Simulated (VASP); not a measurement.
# Sb in VASP: a series of runs, part 3 of 4

VASP 6.6.1. Earlier steps stand in the parts before.

**4. Relaxation of cell and atoms, PBE**

This run uses another cell than the first one, of 30.09 Å³/atom, 1.060 times its volume.

Input file INCAR:

```
SYSTEM = Sb
ALGO = Normal ; EDIFF = 1E-7
EDIFFG = -0.04 ; ENCUT = 600
GGA = PE ; IBRION = 2
ISIF = 3 ; ISMEAR = 0
LASPH = .TRUE. ; LCHARG = .FALSE.
LREAL = .FALSE. ; LWAVE = .FALSE.
NELM = 100 ; NSW = 90
PREC = Accurate ; SIGMA = 0.1
```

Input file KPOINTS:

```
k-points
0
G
  4 4 6
  0 0 0
```

Input file POSCAR:

```
Sb
1.0
    4.2784350713      0.0000000000      0.0000000000
    0.0000000000      4.2784350713      0.0000000000
    0.0000000000      0.0000000000      3.2879957588
Sb
2
Direct
    0.5000000000      0.0000000000      0.9367497496
    0.0000000000      0.5000000000      0.0632502504
```

Potentials or basis: VASP PAW PBE potentials, release 64 (Sb).

Launch:

```
> cat potpaw_PBE.64/Sb/POTCAR > POTCAR
> mpirun -np 1 vasp_std > vasp.out
```

OUTCAR:

```text
SYSTEM = Sb
   EDIFF = 1E-7
   EDIFFG = -0.04
   ENCUT = 600
   GGA = PE
   IBRION = 2
   ISIF = 3
   ISMEAR = 0
   LASPH = .TRUE.
   LREAL = .FALSE.
   NELM = 100
   NSW = 90
   PREC = Accurate

 ion  position               nearest neighbor table
   1  0.500  0.000  0.937-   2 3.05   2 3.05   2 3.05   2 3.05
   2  0.000  0.500  0.063-   1 3.05   1 3.05   1 3.05   1 3.05

  LATTYP: Found a simple tetragonal cell.
 ALAT       =     4.2784350713
 C/A-ratio  =     0.7685043022

  Lattice vectors:

 A1 = (   4.2784350713,   0.0000000000,   0.0000000000)
 A2 = (   0.0000000000,   4.2784350713,   0.0000000000)
 A3 = (   0.0000000000,   0.0000000000,   3.2879957588)

Analysis of symmetry for initial positions (statically):
=====================================================================
 Subroutine PRICEL returns:
 Original cell was already a primitive cell.

 Routine SETGRP: Setting up the symmetry group for a
 simple tetragonal supercell.

 Subroutine GETGRP returns: Found 16 space group operations
 (whereof  8 operations were pure point group operations)
 out of a pool of 16 trial point group operations.

The static configuration has the point symmetry D_2d.
 The point group associated with its full space group is D_4h.

Analysis of symmetry for dynamics (positions and initial velocities):
=====================================================================
 Subroutine PRICEL returns:
 Original cell was already a primitive cell.

 Routine SETGRP: Setting up the symmetry group for a
 simple tetragonal supercell.

 Subroutine GETGRP returns: Found 16 space group operations
 (whereof  8 operations were pure point group operations)
 out of a pool of 16 trial point group operations.

The dynamic configuration has the point symmetry D_2d.
 The point group associated with its full space group is D_4h.

 Subroutine INISYM returns: Found 16 space group operations
[... 118 lines left out ...]
  Fermi-wavevector in a.u.,A,eV,Ry     =   0.899997  1.700748 11.020648  0.809995
  Thomas-Fermi vector in A             =   2.022900
   LORBIT       =      0    0 simple, 1 ext, 2 COOP (PROOUT), +10 PAW based schemes
   GGA     = PE    functional components
   LHFCALC =     F    Hartree Fock is set to
   AEXX    =    0.0000 exact exchange contribution
   IVDW    =     0    specifies the selected vdW correction
   LEPSILON=     F    determine dielectric tensor
   LRPA    =     F    only Hartree local field effects (RPA)
 conjugate gradient relaxation of ions
 non-spin polarized calculation
 Gauss-broadening in eV      SIGMA  =   0.10
  energy-cutoff  :      600.00
  volume of cell :       60.19
 maximum number of plane-waves:      2023
 NGX is ok and might be reduce to    36
   NGX = 17   NGY = 17   NGZ = 13

--------------------------------------- Ionic step        1  -------------------------------------------

 number of electron      10.0000001 magnetization

 Free energy of the ion-electron system (eV)
  ---------------------------------------------------
  ext. energy  EPLUGINS =         0.00000000
  ---------------------------------------------------
  free energy    TOTEN  =        -8.02584461 eV

  energy without entropy =       -8.01341019  energy(sigma->0) =       -8.01962740

------------------------ aborting loop because EDIFF is reached ----------------------------------------

  FORCE on cell =-STRESS in cart. coord.  units (eV):
  Direction    XX          YY          ZZ          XY          YZ          ZX
  --------------------------------------------------------------------------------------
  -------------------------------------------------------------------------------------
  Total        1.3526438      1.3526438     -2.1309924      0.0000000     -0.0000000      0.0000000
  in kB       36.0074938     36.0074938    -56.7271988      0.0000000     -0.0000000      0.0000000
  external PRESSURE =       5.0959296 kB  Pullay stress =       0.0000000 kB
[... 89 lines left out ...]
  FREE ENERGIE OF THE ION-ELECTRON SYSTEM (eV)
  ---------------------------------------------------
  free  energy   TOTEN  =        -8.1885828043 eV

  energy  without entropy=       -8.1817424457  energy(sigma->0) =       -8.18516262

[... ionic steps 4 to 13 ...]

--------------------------------------- Ionic step       14  -------------------------------------------

 number of electron      10.0000001 magnetization

------------------------ aborting loop because EDIFF is reached ----------------------------------------
[... 67 lines left out ...]
--------------------------------------- Ionic step       16  -------------------------------------------

 number of electron      10.0000001 magnetization

 Free energy of the ion-electron system (eV)
  ---------------------------------------------------
  ext. energy  EPLUGINS =         0.00000000
  ---------------------------------------------------
  free energy    TOTEN  =        -8.23923303 eV

  energy without entropy =       -8.23205292  energy(sigma->0) =       -8.23564298

 E-fermi :   6.8877     XC(G=0):  -9.5427

 val. band max:        6.8842858734   @ k =   0.5000   0.0000   0.3333
 cond. band min:       6.8931400962   @ k =   0.2500   0.2500   0.0000
 fundamental gap:      0.0088542228
 Fermi energy:         6.8877085871

 k-point     1 :       0.0000    0.0000    0.0000
  band No.  band energies     occupation
      1      -5.3449      2.00000
      2      -0.7594      2.00000
      3       3.3978      2.00000
      4       3.3978      2.00000
      5       9.1036      0.00000
      6       9.8569      0.00000
      7       9.8569      0.00000
      8      10.6678      0.00000
      9      13.8561      0.00000
[... 303 lines left out ...]
  FREE ENERGIE OF THE ION-ELECTRON SYSTEM (eV)
  ---------------------------------------------------
  free  energy   TOTEN  =        -8.2392330331 eV

  energy  without entropy=       -8.2320529178  energy(sigma->0) =       -8.23564298

 reached required accuracy - stopping structural energy minimisation
```

OSZICAR:

```text
N       E                     dE             d eps       ncg     rms          rms(c)
DAV:   1     0.429401359258E+02    0.42940E+02   -0.39310E+03   432   0.983E+02
DAV:   2    -0.645251752908E+01   -0.49393E+02   -0.48079E+02   667   0.131E+02
DAV:   3    -0.800840279808E+01   -0.15559E+01   -0.15424E+01   526   0.299E+01
[... 128 lines left out ...]
DAV:   2    -0.823934617111E+01    0.18854E-03   -0.41811E-04   460   0.148E-01    0.456E-02
DAV:   3    -0.823923291295E+01    0.11326E-03   -0.24894E-04   462   0.888E-02    0.128E-02
DAV:   4    -0.823923328191E+01   -0.36896E-06   -0.60529E-06   499   0.183E-02    0.839E-03
DAV:   5    -0.823923305372E+01    0.22820E-06   -0.20564E-07   429   0.394E-03    0.311E-04
DAV:   6    -0.823923303310E+01    0.20618E-07   -0.71660E-09   219   0.717E-04
  16 F= -.82392330E+01 E0= -.82356430E+01  d E =-.567784E-03
```

Wall time 1.8 min (1 thread of Intel Xeon Platinum 8488C (Sapphire Rapids), shared host); peak memory 0.2 GiB.

What came out:

- Free energy: -8.2392 eV
- Relaxed volume: 30.39 Å³/atom
- Relaxed cell: a = 4.456 Å, b = 4.456 Å, c = 3.062 Å, α = 90.00°, β = 90.00°, γ = 90.00°
- Space group after relaxing (to 0.05 Å): P4/mmm (No. 123)
- Energy gained by relaxing: 106.7 meV/atom
- Ionic steps: 16
- Pressure after relaxing: -0.1 GPa
- Largest force after relaxing: 0.015 eV/Å
- Band gap on the k mesh: zero (band 5 reaches 11.70 eV, above the bottom of band 6 at 3.66 eV)

Forces on the atoms (eV/Å):
```
Sb   0.000  0.000  0.015
Sb   0.000  0.000 -0.015
```

Stress tensor (GPa, compression positive):
```
-0.17  0.00  0.00
 0.00 -0.17  0.00
 0.00  0.00 -0.04
```

Step by step:
```csv
step,energy change (eV),largest force (eV/Å),pressure (GPa),volume (Å³)
1,0.0000,0.0467,0.51,60.19
2,-0.1552,0.2446,-0.62,60.88
3,-0.1627,0.2606,-0.59,60.97
4,-0.1562,0.2826,-0.34,61.11
5,-0.1641,0.2664,-0.54,61.01
6,-0.1642,0.2680,-0.52,61.02
7,-0.1709,0.2461,0.37,60.16
8,-0.1717,0.2356,0.82,59.75
9,-0.1761,0.2215,0.81,59.74
10,-0.1871,0.1803,0.80,59.71
11,-0.1989,0.1050,0.79,59.65
12,-0.2000,0.0785,0.81,59.63
13,-0.2069,0.0613,0.41,60.07
14,-0.2128,0.0151,-0.44,61.11
15,-0.2128,0.0188,-0.38,61.03
16,-0.2134,0.0146,-0.12,60.79
```

Final structure:
```yaml
crystal:
  lattice:
    - [4.45579, 0.00000, 0.00000]
    - [0.00000, 4.45579, 0.00000]
    - [0.00000, 0.00000, 3.06183]
  atoms:
    - { symbol: Sb, position: [0.50000, 0.00000, 0.99627] }
    - { symbol: Sb, position: [0.00000, 0.50000, 0.00373] }
```

Levels at points of the mesh, in eV from the Fermi level:
| k point | band 1 | band 2 | band 3 | band 4 | band 5 | band 6 | band 7 | band 8 | band 9 |
| --- | --- | --- | --- | --- | --- | --- | --- | --- | --- |
| (0.00, 0.00, 0.00) | -12.23 | -7.65 | -3.49 | -3.49 | 2.22 | 2.97 | 2.97 | 3.78 | 6.97 |
| (0.50, 0.00, 0.00) | -10.57 | -10.57 | -1.40 | -1.40 | -1.06 | -1.06 | 5.34 | 5.34 | 7.92 |
| (0.50, 0.50, 0.00) | -10.00 | -10.00 | -5.41 | -5.41 | 4.81 | 4.81 | 5.64 | 5.64 | 8.92 |
| (0.00, 0.00, 0.50) | -9.64 | -5.48 | -4.61 | -1.84 | -1.43 | -1.43 | 4.79 | 4.79 | 5.02 |
| (0.50, 0.00, 0.50) | -7.93 | -7.93 | -3.96 | -3.96 | 0.73 | 0.73 | 1.51 | 1.51 | 5.51 |
| (0.50, 0.50, 0.50) | -7.25 | -7.25 | -3.59 | -3.59 | -3.23 | -3.23 | 2.29 | 2.29 | 6.98 |

Caveat: the k points lie up to 0.35 Å⁻¹ apart in the final cell; spin-orbit coupling is left out, which moves the levels of the heavy elements.

(Continued in part 4 of 4.)
